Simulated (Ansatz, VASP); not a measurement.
# TiTe2: VASP beside Ansatz

```
CELL_PARAMETERS angstrom
3.78955 0.00000 0.00000
-1.89477 3.28185 0.00000
0.00000 0.00000 6.51959
ATOMIC_POSITIONS crystal
Ti 0.00000 0.00000 0.00000
Te 0.66667 0.33333 0.26280
Te 0.33333 0.66667 0.73720
```

Change from the starting cell: volume scaled by 1.01.

Alike in both runs: task single point; functional PBEsol; k mesh 13 × 13 × 7; occupations fermi-dirac, width 0.03 eV; no spin polarisation.

```csv
,VASP,Ansatz
version,VASP 6.6.1,Ansatz 0.2.0
potentials or method,"VASP PAW PBE potentials, release 64 (Ti_sv, Te), cutoff 520 eV","all-electron LAPW, scalar-relativistic"
```

```csv
,VASP,Ansatz,Ansatz less VASP
pressure (GPa),-2.8,-2.8,-0.05
"traceless stress, the component that is largest in VASP (GPa)",0.66,0.64,-0.012
rms of the force components (eV/Å),0.081,0.090,+0.0093
```

VASP's potentials were made for PBE, not for PBEsol. Atom by atom the forces differ by 0.009 eV/Å (rms over components). Ansatz ran all-electron here, and VASP with PAW potentials.

Spin-orbit coupling is off throughout.
